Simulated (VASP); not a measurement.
# GaCo (Pm-3m) in VASP: notebook

GaCo is run at these levels: PBE; tasks: single point.

All numbers are computed with VASP 6.6.1; they aren't measurements. Logs are shortened: lines on timing, memory, paths and dates and some standing lists are left out, and cuts for length are marked.

### 1 The cell of the first run

Symmetry: Pm-3m, No. 221, cubic system. The conventional cell has a = 2.878 Å, b = 2.878 Å, c = 2.878 Å, α = 90.00°, β = 90.00°, γ = 90.00°. Within 3.3 Å of Ga (site symmetry m-3m) lie 8 Co at 2.49 Å and 6 Ga at 2.88 Å. Co (site symmetry m-3m) has 8 Ga at 2.49 Å and 6 Co at 2.88 Å within 3.3 Å.

### 2 Single point, PBE, collinear spin, ferromagnetic start

Contents of INCAR:

```
SYSTEM = GaCo
PREC = Accurate
ENCUT = 520
EDIFF = 1E-7
ISMEAR = 0
SIGMA = 0.1
LREAL = .False.
LASPH = .True.
NELM = 150
ALGO = Normal
ISIF = 2
LWAVE = .False.
LCHARG = .False.
ISPIN = 2
MAGMOM = 0 0.32
LORBIT = 11
LMAXMIX = 4
GGA = PE
NBANDS = 22
```

Contents of KPOINTS:

```
Automatic mesh
0
Gamma
  14 14 14
  0 0 0
```

Contents of POSCAR:

```
GaCo
1.0
    2.8780000000      0.0000000000      0.0000000000
    0.0000000000      2.8780000000      0.0000000000
    0.0000000000      0.0000000000      2.8780000000
Ga Co
1 1
Direct
    0.5000000000      0.5000000000      0.5000000000
    0.0000000000      0.0000000000      0.0000000000
```

Potentials or basis: VASP PAW PBE potentials, release 64 (Ga_d, Co).

Started as:

```bash
$ cat potpaw_PBE.64/Ga_d/POTCAR potpaw_PBE.64/Co/POTCAR > POTCAR
$ mpirun -np 1 vasp_std > vasp.out
```

OUTCAR:

```text
SYSTEM = GaCo
   PREC = Accurate
   ENCUT = 520
   EDIFF = 1E-7
   ISMEAR = 0
   LREAL = .False.
   LASPH = .True.
   NELM = 150
   ISIF = 2
   ISPIN = 2
   LORBIT = 11
   GGA = PE

 ion  position               nearest neighbor table
   1  0.500  0.500  0.500-   2 2.49   2 2.49   2 2.49   2 2.49   2 2.49   2 2.49   2 2.49   2 2.49

   2  0.000  0.000  0.000-   1 2.49   1 2.49   1 2.49   1 2.49   1 2.49   1 2.49   1 2.49   1 2.49

  LATTYP: Found a simple cubic cell.
 ALAT       =     2.8780000000

  Lattice vectors:

 A1 = (   2.8780000000,   0.0000000000,   0.0000000000)
 A2 = (   0.0000000000,   2.8780000000,   0.0000000000)
 A3 = (   0.0000000000,   0.0000000000,   2.8780000000)

Analysis of symmetry for initial positions (statically):
=====================================================================
 Subroutine PRICEL returns:
 Original cell was already a primitive cell.

 Routine SETGRP: Setting up the symmetry group for a
 simple cubic supercell.

 Subroutine GETGRP returns: Found 48 space group operations
 (whereof 48 operations were pure point group operations)
 out of a pool of 48 trial point group operations.

The static configuration has the point symmetry O_h .

Analysis of symmetry for dynamics (positions and initial velocities):
=====================================================================
 Subroutine PRICEL returns:
 Original cell was already a primitive cell.

 Routine SETGRP: Setting up the symmetry group for a
 simple cubic supercell.

 Subroutine GETGRP returns: Found 48 space group operations
 (whereof 48 operations were pure point group operations)
 out of a pool of 48 trial point group operations.

The dynamic configuration has the point symmetry O_h .

Analysis of structural, dynamic, and magnetic symmetry:
=====================================================================
 Subroutine PRICEL returns:
 Original cell was already a primitive cell.

 Routine SETGRP: Setting up the symmetry group for a
 simple cubic supercell.

 Subroutine GETGRP returns: Found 48 space group operations
 (whereof 48 operations were pure point group operations)
 out of a pool of 48 trial point group operations.

The overall configuration has the point symmetry O_h .

 Subroutine INISYM returns: Found 48 space group operations
 (whereof 48 operations are pure point group operations),
 and found     1 'primitive' translations

----------------------------------------------------------------------------------------

                                     Primitive cell

  volume of cell :      23.8381

  direct lattice vectors                    reciprocal lattice vectors
     2.878000000  0.000000000  0.000000000     0.347463516  0.000000000  0.000000000
     0.000000000  2.878000000  0.000000000     0.000000000  0.347463516  0.000000000
     0.000000000  0.000000000  2.878000000     0.000000000  0.000000000  0.347463516

  length of vectors
     2.878000000  2.878000000  2.878000000     0.347463516  0.347463516  0.347463516

  position of ions in fractional coordinates (direct lattice)
     0.500000000  0.500000000  0.500000000
     0.000000000  0.000000000  0.000000000

  ion indices of the primitive-cell ions
   primitive index   ion index
                 1           1
                 2           2

----------------------------------------------------------------------------------------

 KPOINTS: Automatic mesh

Automatic generation of k-mesh.
 Grid dimensions read from file:
 generate k-points for:   14   14   14

 Generating k-lattice:

  Cartesian coordinates                     Fractional coordinates (reciprocal lattice)
     0.024818823  0.000000000  0.000000000     0.071428571  0.000000000  0.000000000
     0.000000000  0.024818823  0.000000000     0.000000000  0.071428571  0.000000000
     0.000000000  0.000000000  0.024818823     0.000000000  0.000000000  0.071428571

  Length of vectors
     0.024818823  0.024818823  0.024818823

  Shift w.r.t. Gamma in fractional coordinates (k-lattice)
     0.000000000  0.000000000  0.000000000

 Subroutine IBZKPT returns following result:
 ===========================================

 Found    120 irreducible k-points:

 Following reciprocal coordinates:
            Coordinates               Weight
  0.000000  0.000000  0.000000      1.000000
  0.071429  0.000000  0.000000      6.000000
  0.142857  0.000000  0.000000      6.000000
  0.214286  0.000000  0.000000      6.000000
  0.285714  0.000000  0.000000      6.000000
  0.357143  0.000000  0.000000      6.000000
[... 16 lines left out ...]
  0.285714  0.214286  0.000000     24.000000
  0.357143  0.214286  0.000000     24.000000
 [... further k-points ...]
   k-points           NKPTS =    120   k-points in BZ     NKDIM =    120   number of bands    NBANDS=     22
   number of dos      NEDOS =    301   number of ions     NIONS =      2
   total plane-waves  NPLWV =  13824
   dimension x,y,z NGX =    24 NGY =   24 NGZ =   24
   dimension x,y,z NGXF=    48 NGYF=   48 NGZF=   48
   ions per type =               1   1
   NGX,Y,Z   is equivalent  to a cutoff of  13.86, 13.86, 13.86 a.u.
   NGXF,Y,Z  is equivalent  to a cutoff of  27.73, 27.73, 27.73 a.u.
 SYSTEM =  GaCo
   PREC   = accura    normal or accurate (medium, high low for compatibility)
   ISTART =      0    job   : 0-new  1-cont  2-samecut
   ICHARG =      2    charge: 1-file 2-atom 10-const
   ISPIN  =      2    spin polarized calculation?
   LNONCOLLINEAR =      F non collinear calculations
   LSORBIT =      F    spin-orbit coupling
   LASPH  =      T    aspherical Exc in radial PAW
   ENCUT  =  520.0 eV  38.22 Ry    6.18 a.u.   5.35  5.35  5.35*2*pi/ulx,y,z
   NELM   =    150;   NELMIN=  2; NELMDL= -5     # of ELM steps
   EDIFF  = 0.1E-06   stopping-criterion for ELM
   LREAL  =      F    real-space projection
   EDIFFG = 0.1E-05   stopping-criterion for IOM
   NSW    =      0    number of steps for IOM
   IBRION =     -1    ionic relax: 0-MD 1-quasi-New 2-CG
   NFREE  =      0    steps in history (QN), initial steepest desc. (CG)
   ISIF   =      2    stress and relaxation
   ISYM   =      2    0-nonsym 1-usesym 2-fastsym
   POTIM  = 0.5000    time-step for ionic-motion
   TEBEG  =    0.0;   TEEND  =   0.0 temperature during run
   PSTRESS=    0.0 pullay stress
   NELECT =      22.0000    total number of electrons
   NUPDOWN=      -1.0000    fix difference up-down
   EMIN   =  10.00;   EMAX   =-10.00  energy-range for DOS
   EFERMI =   0.00;   METHOD = LEGACY
   ISMEAR =     0;   SIGMA  =   0.10  broadening in eV -4-tet -1-fermi 0-gaus
   EFERMI_NEDOS =   21; number of points for ismear=-14 and -15
   IALGO  =     38    algorithm
   IMIX   =      4    mixing-type and parameters
     AMIX     =   0.40;   BMIX     =  1.00
     AMIX_MAG =   1.60;   BMIX_MAG =  1.00
  volume/ion in A,a.u.               =      11.92        80.43
  Fermi-wavevector in a.u.,A,eV,Ry     =   1.593890  3.012015 34.565389  2.540484
  Thomas-Fermi vector in A             =   2.692049
   LORBIT       =     11    0 simple, 1 ext, 2 COOP (PROOUT), +10 PAW based schemes
   GGA     = PE    functional components
   LHFCALC =     F    Hartree Fock is set to
   AEXX    =    0.0000 exact exchange contribution
   IVDW    =     0    specifies the selected vdW correction
   LEPSILON=     F    determine dielectric tensor
   LRPA    =     F    only Hartree local field effects (RPA)
 spin polarized calculation
 Gauss-broadening in eV      SIGMA  =   0.10
  energy-cutoff  :      520.00
  volume of cell :       23.84
 maximum number of plane-waves:       660
 NGX is ok and might be reduce to    24
   NGX = 11   NGY = 11   NGZ = 11

 number of electron      22.0000018 magnetization       0.0598531

 Free energy of the ion-electron system (eV)
  ---------------------------------------------------
  ext. energy  EPLUGINS =         0.00000000
  ---------------------------------------------------
  free energy    TOTEN  =       -10.48045015 eV

  energy without entropy =      -10.47347156  energy(sigma->0) =      -10.47696086

 E-fermi :   9.8068     XC(G=0): -13.1895

 val. band max:        9.7912675090   @ k =   0.5000   0.2857   0.0714
 cond. band min:       9.8076357200   @ k =   0.5000   0.4286   0.2143
 fundamental gap:      0.0163682110
 Fermi energy:         9.8067833650

 spin component 1

 k-point     1 :       0.0000    0.0000    0.0000
  band No.  band energies     occupation
      1      -5.3890      1.00000
      2      -5.3890      1.00000
      3      -5.0425      1.00000
      4      -5.0425      1.00000
      5      -5.0425      1.00000
      6      -2.2873      1.00000
[... 14 lines left out ...]
     21      35.1051      0.00000
     22      35.1051      0.00000
[... 552 lines left out ...]
  band No.  band energies     occupation
      1      -5.2900      1.00000
      2      -5.2084      1.00000
      3      -5.1264      1.00000
      4      -5.1019      1.00000
      5      -5.0741      1.00000
      6       0.8639      1.00000
[... 14 lines left out ...]
     21      32.0418      0.00000
     22      33.7932      0.00000

 [... further k-points ...]

 spin component 2

 k-point     1 :       0.0000    0.0000    0.0000
  band No.  band energies     occupation
      1      -5.3899      1.00000
      2      -5.3899      1.00000
      3      -5.0435      1.00000
      4      -5.0435      1.00000
      5      -5.0435      1.00000
      6      -2.2914      1.00000
[... 14 lines left out ...]
     21      35.1170      0.00000
     22      35.1170      0.00000
[... 552 lines left out ...]
  band No.  band energies     occupation
      1      -5.2910      1.00000
      2      -5.2094      1.00000
      3      -5.1273      1.00000
      4      -5.1029      1.00000
      5      -5.0751      1.00000
      6       0.8601      1.00000
[... 14 lines left out ...]
     21      32.0438      0.00000
     22      33.7968      0.00000

 [... further k-points ...]

------------------------ aborting loop because EDIFF is reached ----------------------------------------

  FORCE on cell =-STRESS in cart. coord.  units (eV):
  Direction    XX          YY          ZZ          XY          YZ          ZX
  --------------------------------------------------------------------------------------
  -------------------------------------------------------------------------------------
  Total        0.1367308      0.1367308      0.1367308      0.0000000      0.0000000      0.0000000
  in kB        9.1897682      9.1897682      9.1897682      0.0000000      0.0000000      0.0000000
  external PRESSURE =       9.1897682 kB  Pullay stress =       0.0000000 kB

 VOLUME and BASIS-vectors are now :
 -----------------------------------------------------------------------------
  energy-cutoff  :      520.00
  volume of cell :       23.84
      direct lattice vectors                 reciprocal lattice vectors
     2.878000000  0.000000000  0.000000000     0.347463516  0.000000000  0.000000000
     0.000000000  2.878000000  0.000000000     0.000000000  0.347463516  0.000000000
     0.000000000  0.000000000  2.878000000     0.000000000  0.000000000  0.347463516

 POSITION                                       TOTAL-FORCE (eV/Angst)
 -----------------------------------------------------------------------------------
      1.43900      1.43900      1.43900         0.000000      0.000000      0.000000
      0.00000      0.00000      0.00000         0.000000      0.000000      0.000000
 -----------------------------------------------------------------------------------
    total drift:                                0.000000      0.000000     -0.000000

  FREE ENERGIE OF THE ION-ELECTRON SYSTEM (eV)
  ---------------------------------------------------
  free  energy   TOTEN  =       -10.4804501495 eV

  energy  without entropy=      -10.4734715628  energy(sigma->0) =      -10.47696086

 total charge

# of ion       s       p       d       tot
------------------------------------------
    1        0.847   0.887  10.052  11.786
    2        0.387   0.453   7.514   8.354
--------------------------------------------------
tot          1.234   1.340  17.566  20.140

 magnetization (x)

# of ion       s       p       d       tot
------------------------------------------
    1       -0.001  -0.001  -0.001  -0.003
    2        0.001  -0.001   0.067   0.067
--------------------------------------------------
tot         -0.000  -0.003   0.066   0.063
```

It took 1.8 min on 1 thread of Oxide Virtual Turin-like, shared host; peak memory 0.19 GiB.

What came out:

```
Free energy                                           : -10.4805 eV
Pressure                                              : 0.9 GPa
Net moment                                            : 0.06 μB per cell
Site moments                                          : Ga -0.00; Co +0.07 μB
Valence electrons inside the program's atomic spheres : Ga 11.79; Co 8.35
```

### 3 Single point, PBE, collinear spin, ferromagnetic start (strained)

Contents of INCAR:

```
SYSTEM = GaCo
ALGO = Fast
EDIFF = 1E-7
ENCUT = 520
GGA = PE
ISIF = 2
ISMEAR = 0
ISPIN = 2
LASPH = .TRUE.
LCHARG = .FALSE.
LMAXMIX = 4
LORBIT = 11
LREAL = .FALSE.
LWAVE = .FALSE.
MAGMOM = -0.01 0.16
NBANDS = 22
NELM = 150
PREC = Accurate
SIGMA = 0.1
```

Contents of KPOINTS:

```
k-points
0
G
  14 14 14
  0 0 0
```

Contents of POSCAR:

```
GaCo
1.0
    2.9318473800      0.0000000000      0.0000000000
    0.0000000000      2.9318473800      0.0000000000
    0.0000000000      0.0000000000      2.9318473800
Ga Co
1 1
Direct
    0.5000000000      0.5000000000      0.5000000000
    0.0000000000      0.0000000000      0.0000000000
```

Potentials or basis: VASP PAW PBE potentials, release 64 (Ga_d, Co).

Started as:

```bash
$ cat potpaw_PBE.64/Ga_d/POTCAR potpaw_PBE.64/Co/POTCAR > POTCAR
$ mpirun -np 1 vasp_std > vasp.out
```

It took 2.3 min on 1 thread of Oxide Virtual Turin-like, shared host; peak memory 0.2 GiB.

The run converged. Its results:

```
Free energy                                           : -10.4493 eV
Pressure                                              : -7.8 GPa
Net moment                                            : 0.16 μB per cell
Site moments                                          : Ga -0.01; Co +0.18 μB
Valence electrons inside the program's atomic spheres : Ga 11.71; Co 8.26
```

Levels at points of the mesh, in eV from the Fermi level:
Spin up:
```tsv
k point	band 9	band 10	band 11	band 12	band 13	band 14
(0.00, 0.00, 0.00)	-0.70	-0.70	-0.70	5.05	5.05	5.05
(0.50, 0.00, 0.00)	-1.62	-1.62	-0.69	-0.02	10.16	10.16
(0.50, 0.50, 0.00)	-2.36	-1.15	-1.15	-0.35	1.98	2.92
(0.50, 0.50, 0.50)	-0.32	-0.32	0.35	3.79	3.79	3.79
```
Spin down:
```csv
k point,band 7,band 8,band 9,band 10,band 11,band 12,band 13,band 14,band 15,band 16
"(0.00, 0.00, 0.00)",-2.19,-2.19,-0.59,-0.59,-0.59,5.04,5.04,5.04,10.75,10.75
"(0.50, 0.00, 0.00)",-6.49,-1.96,-1.53,-1.53,-0.58,0.28,10.16,10.16,11.38,12.22
"(0.50, 0.50, 0.00)",-2.91,-2.91,-2.16,-1.05,-1.05,-0.03,2.06,3.04,11.04,14.79
"(0.50, 0.50, 0.50)",-3.74,-3.74,0.01,0.01,0.33,3.78,3.78,3.78,4.59,4.59
```

Caveat: the cell differs from its parent crystal (strained); the cell stands under tension.
